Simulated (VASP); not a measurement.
# BP (I-4m2) in VASP: notebook, part 2 of 2

VASP 6.6.1. Earlier steps stand in the parts before.

**5. Single point, PBE (12.39 Å³/atom)**

This run uses another cell than the first one, of 12.39 Å³/atom.

INCAR

```
SYSTEM = BP
ALGO = Normal
EDIFF = 1E-6
ENCUT = 520
GGA = PE
ISIF = 2
ISMEAR = 0
LASPH = .TRUE.
LCHARG = .TRUE.
LELF = .TRUE.
LREAL = .FALSE.
LVHAR = .TRUE.
LWAVE = .FALSE.
NBANDS = 11
NELM = 100
PREC = Accurate
SIGMA = 0.05
```

KPOINTS

```
k-points
0
G
  12 12 12
  0 0 0
```

POSCAR

```
BP
1.0
    0.0000000000      2.2526589954      2.3450541280
    2.3450541280      0.0000000000      2.3450541280
    2.3450541280      2.2526589954      0.0000000000
B P
1 1
Direct
    0.0000000000      0.0000000000      0.0000000000
    0.7500000000      0.7500000000      0.7500000000
```

Potentials or basis: VASP PAW PBE potentials, release 64 (B, P).

Launch:

```bash
cat potpaw_PBE.64/B/POTCAR potpaw_PBE.64/P/POTCAR > POTCAR
mpirun -np 1 vasp_std > vasp.out
```

OUTCAR:

```text
SYSTEM = BP
   EDIFF = 1E-6
   ENCUT = 520
   GGA = PE
   ISIF = 2
   ISMEAR = 0
   LASPH = .TRUE.
   LREAL = .FALSE.
   NELM = 100
   PREC = Accurate

 ion  position               nearest neighbor table
   1  0.000  0.000  0.000-   2 2.00   2 2.00   2 2.00   2 2.00
   2  0.750  0.750  0.750-   1 2.00   1 2.00   1 2.00   1 2.00

  LATTYP: Found a body centered tetragonal cell.
 ALAT       =     3.3164073523
 C/A-ratio  =     1.3584935480

  Lattice vectors:

 A1 = (   0.0000000000,  -2.2526589954,   2.3450541280)
 A2 = (   0.0000000000,  -2.2526589954,  -2.3450541280)
 A3 = (   2.3450541280,   2.2526589954,   0.0000000000)

Analysis of symmetry for initial positions (statically):
=====================================================================
 Subroutine PRICEL returns:
 Original cell was already a primitive cell.

 Routine SETGRP: Setting up the symmetry group for a
 body centered tetragonal supercell.

 Subroutine GETGRP returns: Found  8 space group operations
 (whereof  8 operations were pure point group operations)
 out of a pool of 16 trial point group operations.

The static configuration has the point symmetry D_2d.

Analysis of symmetry for dynamics (positions and initial velocities):
=====================================================================
 Subroutine PRICEL returns:
 Original cell was already a primitive cell.

 Routine SETGRP: Setting up the symmetry group for a
 body centered tetragonal supercell.

 Subroutine GETGRP returns: Found  8 space group operations
 (whereof  8 operations were pure point group operations)
 out of a pool of 16 trial point group operations.

The dynamic configuration has the point symmetry D_2d.

 Subroutine INISYM returns: Found  8 space group operations
 (whereof  8 operations are pure point group operations),
 and found     1 'primitive' translations

----------------------------------------------------------------------------------------

[... 119 lines left out ...]
   AEXX    =    0.0000 exact exchange contribution
   IVDW    =     0    specifies the selected vdW correction
   LEPSILON=     F    determine dielectric tensor
   LRPA    =     F    only Hartree local field effects (RPA)
 non-spin polarized calculation
 Gauss-broadening in eV      SIGMA  =   0.05
  energy-cutoff  :      520.00
  volume of cell :       24.78
 maximum number of plane-waves:       680
   NGX = 13   NGY = 13   NGZ = 13

 number of electron       7.9999999 magnetization

 Free energy of the ion-electron system (eV)
  ---------------------------------------------------
  ext. energy  EPLUGINS =         0.00000000
  ---------------------------------------------------
  free energy    TOTEN  =       -12.87869689 eV

  energy without entropy =      -12.87869689  energy(sigma->0) =      -12.87869689

 E-fermi :   7.2906     XC(G=0): -10.6581

 val. band max:        6.9977337823   @ k =   0.0000   0.0000   0.0000
 cond. band min:       7.7386942649   @ k =   0.4167   0.0000   0.4167
 fundamental gap:      0.7409604826
 Fermi energy:         7.2905671311

 k-point     1 :       0.0000    0.0000    0.0000
  band No.  band energies     occupation
      1      -8.1920      2.00000
      2       6.6333      2.00000
      3       6.6333      2.00000
      4       6.9977      2.00000
      5       9.9284      0.00000
      6      10.1618      0.00000
      7      10.1618      0.00000
      8      13.2292      0.00000
      9      17.8888      0.00000
     10      18.2213      0.00000
     11      19.1719      0.00000
[... 309 lines left out ...]
 k-point    24 :      -0.4167    0.1667    0.0000
  band No.  band energies     occupation
      1      -4.7676      2.00000
      2      -1.4685      2.00000
      3       2.8766      2.00000
      4       4.6844      2.00000
      5      10.3997      0.00000
      6      12.3573      0.00000
      7      13.0796      0.00000
      8      16.8137      0.00000
      9      18.3245      0.00000
     10      19.4107      0.00000
     11      22.3385      0.00000

 [... further k-points ...]

------------------------ aborting loop because EDIFF is reached ----------------------------------------

  FORCE on cell =-STRESS in cart. coord.  units (eV):
  Direction    XX          YY          ZZ          XY          YZ          ZX
  --------------------------------------------------------------------------------------
  -------------------------------------------------------------------------------------
  Total       -1.7066510     -0.2069703     -1.7066510      0.0000000     -0.0000000      0.0000000
  in kB     -110.3631543    -13.3840481   -110.3631543      0.0000000     -0.0000000      0.0000000
  external PRESSURE =     -78.0367855 kB  Pullay stress =       0.0000000 kB

 VOLUME and BASIS-vectors are now :
 -----------------------------------------------------------------------------
  energy-cutoff  :      520.00
  volume of cell :       24.78
      direct lattice vectors                 reciprocal lattice vectors
     0.000000000  2.252658995  2.345054128    -0.213214695  0.221959915  0.213214695
     2.345054128  0.000000000  2.345054128     0.213214695 -0.221959915  0.213214695
     2.345054128  2.252658995  0.000000000     0.213214695  0.221959915 -0.213214695

 POSITION                                       TOTAL-FORCE (eV/Angst)
 -----------------------------------------------------------------------------------
      0.00000      0.00000      0.00000         0.000000      0.000000      0.000000
      3.51758      3.37899      3.51758         0.000000     -0.000000      0.000000
 -----------------------------------------------------------------------------------
    total drift:                                0.000000     -0.000000      0.000000

  FREE ENERGIE OF THE ION-ELECTRON SYSTEM (eV)
  ---------------------------------------------------
  free  energy   TOTEN  =       -12.8786968942 eV

  energy  without entropy=      -12.8786968942  energy(sigma->0) =      -12.87869689
```

stdout:

```text
POSCAR found type information on POSCAR B P
 POSCAR found :  2 types and       2 ions
 scaLAPACK will be used
 LDA part: xc-table for (Slater+PW92), standard interpolation
 POSCAR, INCAR and KPOINTS ok, starting setup
 FFT: planning ... GRIDC
 FFT: planning ... GRID_SOFT
 FFT: planning ... GRID
 WAVECAR not read
 entering main loop
```

Wall time 34 s (1 thread of Intel Xeon 8259CL, shared host); peak memory 0.17 GiB.

What came out:

```
Free energy            : -12.8787 eV
Pressure               : -7.8 GPa
Band gap on the k mesh : 0.74 eV (least direct gap 2.93 eV)
```

Levels at points of the mesh, in eV from the valence-band top:
```csv
k point,band 1,band 2,band 3,band 4,band 5,band 6,band 7,band 8,band 9
"(0.00, 0.00, 0.00)",-15.19,-0.36,-0.36,0.00,2.93,3.16,3.16,6.23,10.89
"(0.50, 0.00, 0.00)",-12.08,-8.86,-2.16,-1.69,3.07,4.25,4.74,9.69,13.51
"(0.50, 0.50, 0.00)",-10.76,-8.64,-4.04,-3.97,1.35,1.65,10.93,11.62,14.00
"(0.50, 0.00, 0.50)",-10.40,-8.30,-4.40,-4.40,0.91,1.12,11.33,11.33,14.54
```

Caveat: the cell stands under tension. A k mesh can miss the band edges.

**6. Summary**

| cell | gap on the mesh (eV) | pressure (GPa) |
| --- | --- | --- |
| a = 3.224, b = 3.288 Å, angles 59.3, 61.3, 59.3°, 2 atoms | 0.70 | -4.3 |
| a = 3.294, b = 3.159 Å, angles 61.3, 57.3, 61.3°, 2 atoms | 0.68 | -4.3 |
| a = 3.351, b = 3.143 Å, angles 62.0, 55.9, 62.0°, 2 atoms | 0.43 | -7.8 |
| a = 3.252, b = 3.316 Å, angles 59.3, 61.3, 59.3°, 2 atoms | 0.74 | -7.8 |

Alike in all rows: task single point; level PBE; potentials or basis VASP PAW PBE potentials, release 64 (B, P); no spin polarisation; k mesh 12 × 12 × 12; cutoff (eV) 520; smearing gaussian 0.05 eV.

Caveats: the cell stands under tension.

Total energies depend on the potentials used, so only differences within one code and one set of settings carry meaning.
